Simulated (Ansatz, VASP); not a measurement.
In5Sb: VASP beside Ansatz

```
CELL_PARAMETERS angstrom
0.00000 4.43682 4.43682
4.43682 0.00000 4.43682
4.43682 4.43682 0.00000
ATOMIC_POSITIONS crystal
In 0.12429 0.62524 0.62524
In 0.62524 0.12429 0.62524
In 0.25000 0.25000 0.25000
In 0.62524 0.62524 0.12429
In 0.62524 0.62524 0.62524
Sb 0.00000 0.00000 0.00000
```

Change from the starting cell: species swapped into the CaAu5 type (F-43m, No. 216).

Alike in both runs: functional PBE; k mesh 8 × 8 × 8; occupations gaussian, width 0.1 eV; no spin polarisation.

Ansatz relaxed the structure, and its values are those at the end. VASP's run is a single point on that final structure, the one shown.

|  | VASP | Ansatz |
| --- | --- | --- |
| version | VASP 6.6.1 | Ansatz 0.2.0 |
| potentials or method | VASP PAW PBE potentials, release 64 (In_d, Sb), cutoff 520 eV | scalar-relativistic, plane waves, PAW |
| valence electrons in the cell | 70 | 80 |

|  | VASP | Ansatz | Ansatz less VASP |
| --- | --- | --- | --- |
| gap on the k mesh at the Fermi level (eV) | none | none | - |
| pressure (GPa) | 0.0 | 0.0 | +0.03 |

A gap of «none» marks a metal or a gap that the smearing closes. VASP's potentials hold 70 valence electrons a cell and Ansatz's 80, so a difference there can come from the potentials and not from the codes.

Spin-orbit coupling is off throughout.
